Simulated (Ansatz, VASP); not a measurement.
## One calculation of W, two programs

The input INCAR:

```
SYSTEM = W
PREC = Accurate ; ENCUT = 520
EDIFF = 1E-7 ; ISMEAR = 1
SIGMA = 0.1 ; LREAL = .FALSE.
LASPH = .TRUE. ; NELM = 100
ALGO = Normal ; ISIF = 2
LWAVE = .FALSE. ; LCHARG = .TRUE.
GGA = PE ; LELF = .TRUE.
LVHAR = .TRUE. ; NBANDS = 13
```

The input KPOINTS:

```
Automatic mesh
0
G
  35 35 35
  0 0 0
```

File POSCAR:

```
W
1.0
   -1.5920005750      1.5920005750      1.5920005750
    1.5920005750     -1.5920005750      1.5920005750
    1.5920005750      1.5920005750     -1.5920005750
W
1
Direct
    0.0000000000      0.0000000000      0.0000000000
```

Input for Ansatz:

```yaml
crystal:
  lattice:
    - [-1.592000575, 1.592000575, 1.592000575]
    - [1.592000575, -1.592000575, 1.592000575]
    - [1.592000575, 1.592000575, -1.592000575]
  atoms:
    - { symbol: W, position: [0.0, 0.0, 0.0] }
kpoints:
  mp_grid: { grid: [35, 35, 35] }
scf:
  occupations: { method: cold, width: 0.1 }
hamiltonian:
  xc: pbe
  pseudopotentials: { kind: paw, azcp: { folder: soft_1 } }
output:
  forces: true
  stress: true
  populations: false
```

Alike in both runs: task single point; functional PBE; k mesh 35 × 35 × 35; no spin polarisation.

|  | VASP | Ansatz |
| --- | --- | --- |
| version | VASP 6.6.1 | Ansatz 0.2.0 |
| potentials or method | VASP PAW PBE potentials, release 64 (W_sv) | plane-wave PAW, scalar-relativistic |
| plane-wave cutoff (eV) | 520 | 420 |
| occupations | methfessel-paxton of order 1, width 0.1 eV | cold, width 0.1 eV |
| valence electrons in the cell | 14 | 14 |

|  | VASP | Ansatz | Ansatz less VASP |
| --- | --- | --- | --- |
| pressure (GPa) | 0.4 | -0.1 | -0.46 |

Spin-orbit coupling is off throughout.
